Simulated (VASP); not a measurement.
Wanted: the native input for a VASP 6.6.1 run.

```yaml
Task: single point
Functional: r2SCAN
Potentials_or_basis: VASP PAW PBE potentials, release 64 (Pb_d, Se)
Cutoff: 520 eV
k_mesh: 4 × 4 × 4
Occupations: gaussian, width 0.01 eV
Spin: no spin polarisation
Dipole_correction: no
Further_INCAR_settings: ALGO = Normal; EDIFF = 1e-06; NBANDS = 17
```

The system is PbSe.

```
Pb Se
1.0
     0.00000    3.08870    3.08870
     3.08870    0.00000    3.08870
     3.08870    3.08870    0.00000
Pb Se
1 1
Direct
  0.00000 0.00000 0.00000
  0.50000 0.50000 0.50000
```

The input as run:

POSCAR

```
PbSe
1.0
    0.0000000000      3.0887022143      3.0887022143
    3.0887022143      0.0000000000      3.0887022143
    3.0887022143      3.0887022143      0.0000000000
Pb Se
1 1
Direct
    0.0000000000      0.0000000000      0.0000000000
    0.5000000000      0.5000000000      0.5000000000
```

INCAR.step1

```
SYSTEM = PbSe
PREC = Accurate
ENCUT = 520
ISMEAR = 0
SIGMA = 0.01
LREAL = .False.
LASPH = .True.
NELM = 80
NBANDS = 17
GGA = PE
ALGO = Normal
EDIFF = 1E-4
LWAVE = .True.
LCHARG = .False.
```

INCAR.step2

```
SYSTEM = PbSe
PREC = Accurate
ENCUT = 520
EDIFF = 1E-6
ISMEAR = 0
SIGMA = 0.01
LREAL = .False.
LASPH = .True.
NELM = 80
ALGO = Normal
ISIF = 2
LWAVE = .False.
LCHARG = .False.
METAGGA = R2SCAN
LMIXTAU = .True.
NBANDS = 17
ISTART = 1
```

KPOINTS

```
Automatic mesh
0
Gamma
  4 4 4
  0 0 0
```

Potentials or basis: VASP PAW PBE potentials, release 64 (Pb_d, Se).

Launch:

```console
$ cat potpaw_PBE.64/Pb_d/POTCAR potpaw_PBE.64/Se/POTCAR > POTCAR
$ cp INCAR.step1 INCAR
$ mpirun -np 1 vasp_std > vasp.out
$ cp INCAR.step2 INCAR
$ mpirun -np 1 vasp_std > vasp.out
```

Results of the run:

The pressure is 0.1 GPa and the band gap on the k mesh is 0.67 eV, direct.

Caveat: the k points lie up to 0.44 Å⁻¹ apart; the PAW data sets were made with another functional, which shifts forces and pressure a little; spin-orbit coupling is left out, which moves the levels of the heavy elements.

It took 37 s on 1 thread of Intel Xeon 8259CL, on a shared host, peak memory 0.19 GiB.
